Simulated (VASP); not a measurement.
Wanted: the native input for a VASP 6.6.1 run.

| Property | Result |
| --- | --- |
| Task | relaxation of cell and atoms |
| Functional | PBE |
| Potentials or basis | VASP PAW PBE potentials, release 64 (Sr_sv, Cl) |
| Cutoff | 600 eV |
| k mesh | 4 × 4 × 4 |
| Occupations | gaussian, width 0.1 eV |
| Spin | no spin polarisation |
| Dipole correction | no |
| Further INCAR settings | ALGO = Normal; EDIFF = 1e-06; IBRION = 2; EDIFFG = -0.04; NSW = 90; ISIF = 3 |

The structure of Sr3Cl4 lies in POSCAR:

```
Sr3Cl4
1.0
    5.3444407400      0.0000000000      0.0000000000
    0.0000000000      5.3444407400      0.0000000000
    0.0000000000      0.0000000000      5.3444407400
Sr Cl
3 4
Direct
    0.5000000000      0.0000000000      0.0000000000
    0.0000000000      0.5000000000      0.0000000000
    0.0000000000      0.0000000000      0.5000000000
    0.0000000000      0.5000000000      0.5000000000
    0.5000000000      0.0000000000      0.5000000000
    0.5000000000      0.5000000000      0.0000000000
    0.0000000000      0.0000000000      0.0000000000
```

The cell was built from a structure type or drawn by symmetry, and may not be a known phase.

One way to write it, as run:

INCAR

```
PREC = Accurate
ENCUT = 600
EDIFF = 1E-6
ISMEAR = 0
SIGMA = 0.1
LREAL = F
LASPH = T
NELM = 60
ALGO = Normal
ISIF = 3
LWAVE = F
LCHARG = F
GGA = PE
IBRION = 2
NSW = 90
EDIFFG = -0.04
```

KPOINTS

```
regular mesh
0
Gamma
  4 4 4
```

Potentials or basis: VASP PAW PBE potentials, release 64 (Sr_sv, Cl).

Command:

```console
$ cat potpaw_PBE.64/Sr_sv/POTCAR potpaw_PBE.64/Cl/POTCAR > POTCAR
$ mpirun -np 1 vasp_std > vasp.out
```

It gave:

```json
{"Relaxed volume": "30.26 Å³/atom", "Relaxed cell": "a = 5.961 Å, b = 5.961 Å, c = 5.961 Å, α = 90.00°, β = 90.00°, γ = 90.00°", "Space group after relaxing (to 0.1 Å)": "Pm-3m (No. 221)", "Energy gained by relaxing": "388.6 meV/atom", "Ionic steps": "4", "Pressure after relaxing": "-0.2 GPa", "Band gap on the k mesh": "zero (bands 29 and 30 overlap by 2.33 eV)"}
```

Caveat: the volume moved by over 15 % at a fixed basis, so the end points are rough.

Wall time 100 s on 1 thread of Intel(R) Xeon(R) 6975P-C (Granite Rapids), with other jobs on the host, peak memory 0.35 GiB.
